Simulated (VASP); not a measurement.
BaTiO3:

```
CELL_PARAMETERS angstrom
4.07398 0.00000 0.00000
0.00000 4.07398 0.00000
0.00000 0.00000 3.94011
ATOMIC_POSITIONS crystal
Ba 0.00000 0.00000 0.00000
Ti 0.50000 0.50000 0.50000
O 0.50000 0.50000 0.00000
O 0.50000 0.00000 0.50000
O 0.00000 0.50000 0.50000
```

This cell differs from its parent crystal: epitaxial xy strain +2.0%.

Base run:

- Program: VASP 6.6.1
- Functional: PBE
- Potentials or basis: VASP PAW PBE potentials, release 64 (Ba_sv, Ti_sv, O)
- Cutoff: 520 eV
- k mesh: 6 × 6 × 6
- Occupations: fermi-dirac, width 0.02 eV
- Spin: no spin polarisation

Its results: band gap on the k mesh 1.64 eV (least direct gap 1.80 eV); pressure 0.8 GPa.

Problem. The run is repeated on the same cell with these changes: functional from PBE to r2SCAN; occupations from fermi-dirac, width 0.02 eV to gaussian, width 0.01 eV. What comes out?

Solution. Band gap on the k mesh 2.02 eV (least direct gap 2.20 eV); pressure -2.4 GPa.

Caveats: spin-orbit coupling is left out, which moves the levels of the heavy elements; the stress differs along the axes, from -1 to 5 GPa (at least some runs); the stress differs along the axes, from -5 to 2 GPa (at least some runs); the PAW data sets were made with another functional, which shifts forces and pressure a little (at least some runs).

A k mesh can miss the band edges.
